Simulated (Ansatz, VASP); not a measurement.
One calculation of TePb, two programs

INCAR

```
SYSTEM = TePb
PREC = Accurate
ENCUT = 520
EDIFF = 1E-7
ISMEAR = -1
SIGMA = 0.03
LREAL = .FALSE.
LASPH = .TRUE.
NELM = 80
ALGO = Normal
ISIF = 2
LWAVE = .FALSE.
LCHARG = .FALSE.
GGA = PE
NBANDS = 17
```

The input KPOINTS:

```
regular mesh
0
G
  10 10 10
  0 0 0
```

The input POSCAR:

```
TePb
1.0
    0.0000000000      3.2536706310      3.2536706310
    3.2536706310      0.0000000000      3.2536706310
    3.2536706310      3.2536706310      0.0000000000
Te Pb
1 1
Direct
    0.5000000000      0.5000000000      0.5000000000
    0.0000000000      0.0000000000      0.0000000000
```

Input for Ansatz:

```yaml
crystal:
  lattice:
    - [0.0, 3.253670631, 3.253670631]
    - [3.253670631, 0.0, 3.253670631]
    - [3.253670631, 3.253670631, 0.0]
  atoms:
    - { symbol: Te, position: [0.5, 0.5, 0.5] }
    - { symbol: Pb, position: [0.0, 0.0, 0.0] }
kpoints:
  mp_grid: { grid: [10, 10, 10] }
scf:
  occupations: { method: fermi_dirac, width: 0.03 }
hamiltonian:
  xc: pbe
  pseudopotentials: { kind: all_electron, lapw: { basis_error: 0.0005 } }
output:
  forces: true
  stress: true
  eigenvalues: true
```

Change from the starting cell: volume scaled by 1.025.

Alike in both runs: task single point; functional PBE; k mesh 10 × 10 × 10; occupations fermi-dirac, width 0.03 eV; no spin polarisation.

|  | VASP | Ansatz |
| --- | --- | --- |
| version | VASP 6.6.1 | Ansatz 0.2.0 |
| potentials or method | VASP PAW PBE potentials, release 64 (Te, Pb_d), cutoff 520 eV | all-electron LAPW, scalar-relativistic |

Ansatz gave:

| Item | Value |
| --- | --- |
| pressure (GPa) | 1.2 |

Estimate VASP's values.

pressure (GPa): 1.1.

Ansatz ran all-electron here, and VASP with PAW potentials.

Neither program's run includes spin-orbit coupling.
